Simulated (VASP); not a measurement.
A run of VASP 6.6.1 is set up as follows.

Contents of INCAR:

```
PREC     = Accurate       # precision mode
ENCUT    = 500            # plane-wave cutoff, eV
EDIFF    = 1E-6           # SCF threshold, eV
ISMEAR   = 0              # smearing method
SIGMA    = 0.01           # smearing width, eV
LREAL    = False          # projectors in reciprocal space
LASPH    = True           # aspherical terms in the spheres
NELM     = 120            # most SCF steps
ALGO     = Normal         # electronic algorithm
ISIF     = 2              # what is computed and relaxed
LWAVE    = False          # write WAVECAR
LCHARG   = True           # write CHGCAR
LELF     = True           # ELF
LVHAR    = True         
NBANDS   = 15             # bands
GGA_COMPAT= False
```

Contents of KPOINTS:

```
regular mesh
0
Gamma
  4 4 4
```

File POSCAR:

```
CsI
1.0
    4.6562658762      0.0000000000      0.0000000000
    0.0000000000      4.6562658762      0.0000000000
    0.0000000000      0.0000000000      4.6562658762
Cs I
1 1
Direct
    0.0000000000      0.0000000000      0.0000000000
    0.5000000000      0.5000000000      0.5000000000
```

Potentials or basis: VASP PAW LDA potentials, release 64 (Cs_sv, I).

The run is started by

```console
$ cat potpaw_LDA.64/Cs_sv/POTCAR potpaw_LDA.64/I/POTCAR > POTCAR
$ mpirun -np 1 vasp_std > vasp.out
```

(1) Estimate the pressure.

(2) Estimate the band gap on the k mesh.

## Answers

(1) -1.8 GPa.

(2) 3.35 eV (least direct gap 3.45 eV).

Caveat: spin-orbit coupling is left out, which moves the levels of the heavy elements.
